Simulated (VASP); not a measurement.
Pb: single point with r2SCAN

The system is Pb.

```
CELL_PARAMETERS angstrom
5.48765 0.00000 0.00000
-2.74383 4.75245 0.00000
0.00000 0.00000 3.31170
ATOMIC_POSITIONS crystal
Pb 0.00000 0.00000 0.00000
Pb 0.33333 0.66667 0.50000
Pb 0.66667 0.33333 0.50000
```

This isn't the form of Pb at room conditions, which is fcc.

| Quantity | Value |
| --- | --- |
| Program | VASP 6.6.1 |
| Task | single point |
| Functional | r2SCAN |
| Potentials or basis | VASP PAW PBE potentials, release 64 (Pb_d) |
| Cutoff | 520 eV |
| k mesh | 7 × 7 × 10 |
| Occupations | fermi-dirac, width 0.1 eV |
| Spin | no spin polarisation |
| Dipole correction | no |
| Further INCAR settings | ALGO = Normal; EDIFF = 1e-06; NBANDS = 28 |

```
Pressure               : 4.5 GPa
Band gap on the k mesh : zero (bands 21 and 22 overlap by 4.46 eV)
```

Stress tensor (GPa, compression positive):
```
4.75 0.00 0.00
0.00 4.75 0.00
0.00 0.00 3.91
```

Levels at points of the mesh, in eV from the Fermi level:
```
           k point  band 19  band 20  band 21  band 22  band 23  band 24
(0.00, 0.00, 0.00)    -2.43    -2.43    -2.29    -2.29     3.25     7.68
(0.00, 0.00, 0.50)    -2.28    -1.47    -0.49    -0.49    -0.48     0.97
```

It took 5 min on 1 thread of Intel(R) Xeon(R) Platinum 8488C (Sapphire Rapids) (shared host), peak memory 0.27 GiB.

Caveat: the cell stands under pressure; the PAW data sets were made with another functional, which shifts forces and pressure a little; spin-orbit coupling is left out, which moves the levels of the heavy elements.
